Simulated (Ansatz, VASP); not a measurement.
Ge: VASP beside Ansatz

File INCAR:

```
  PREC = Accurate
  ENCUT = 520
  EDIFF = 1E-6
  ISMEAR = -1
  SIGMA = 0.05
  LREAL = False
  LASPH = True
  NELM = 80
  ALGO = Normal
  ISIF = 2
  LWAVE = False
  LCHARG = False
  GGA = PE
  NBANDS = 36
```

Contents of KPOINTS:

```
Automatic mesh
0
Gamma
  11 11 6
```

Contents of POSCAR:

```
Ge
1.0
    3.9975858431      0.0000000000      0.0000000000
   -1.9987929216      3.4620108940      0.0000000000
    0.0000000000      0.0000000000      6.4673903910
Ge
4
Direct
    0.6666666667      0.3333333333      0.0629012500
    0.3333333333      0.6666666667      0.5629012500
    0.6666666667      0.3333333333      0.4370987500
    0.3333333333      0.6666666667      0.9370987500
```

Input for Ansatz:

```yaml
crystal:
  lattice:
    - [3.9975858431, 0.0, 0.0]
    - [-1.9987929216, 3.462010894, 0.0]
    - [0.0, 0.0, 6.467390391]
  atoms:
    - { symbol: Ge, position: [0.6666666667, 0.3333333333, 0.06290125] }
    - { symbol: Ge, position: [0.3333333333, 0.6666666667, 0.56290125] }
    - { symbol: Ge, position: [0.6666666667, 0.3333333333, 0.43709875] }
    - { symbol: Ge, position: [0.3333333333, 0.6666666667, 0.93709875] }
kpoints:
  mp_grid: { grid: [11, 11, 6] }
  band_path:
    path:
      - [0.0, 0.0, 0.0]
      - [0.5, 0.0, 0.0]
      - [0.3333333333, 0.3333333333, 0.0]
      - [0.0, 0.0, 0.0]
      - [0.0, 0.0, 0.5]
      - [0.5, 0.0, 0.5]
      - [0.3333333333, 0.3333333333, 0.5]
      - [0.0, 0.0, 0.5]
      - [0.5, 0.0, 0.5]
    npoints: 5
scf:
  occupations: { method: fermi_dirac, width: 0.05 }
hamiltonian:
  xc: pbe
  pseudopotentials: { kind: all_electron, lapw: { basis_error: 0.001 } }
output:
  forces: true
  stress: true
  eigenvalues: true
```

Change from the starting cell: zz strain of -2 %.

Alike in both runs: task single point; functional PBE; k mesh 11 × 11 × 6; occupations fermi-dirac, width 0.05 eV; no spin polarisation.

|  | VASP | Ansatz |
| --- | --- | --- |
| version | VASP 6.6.1 | Ansatz 0.2.0 |
| potentials or method | VASP PAW PBE potentials, release 64 (Ge_d), cutoff 520 eV | all-electron LAPW, scalar-relativistic |

```csv
,VASP,Ansatz,Ansatz less VASP
pressure (GPa),4.4,4.5,+0.06
"traceless stress, the component that is largest in VASP (GPa)",2.60,2.59,-0.004
rms of the force components (eV/Å),0.125,0.125,+0.0004
```

Atom by atom the forces differ by 0.000 eV/Å (rms over components). Ansatz ran all-electron here, and VASP with PAW potentials.
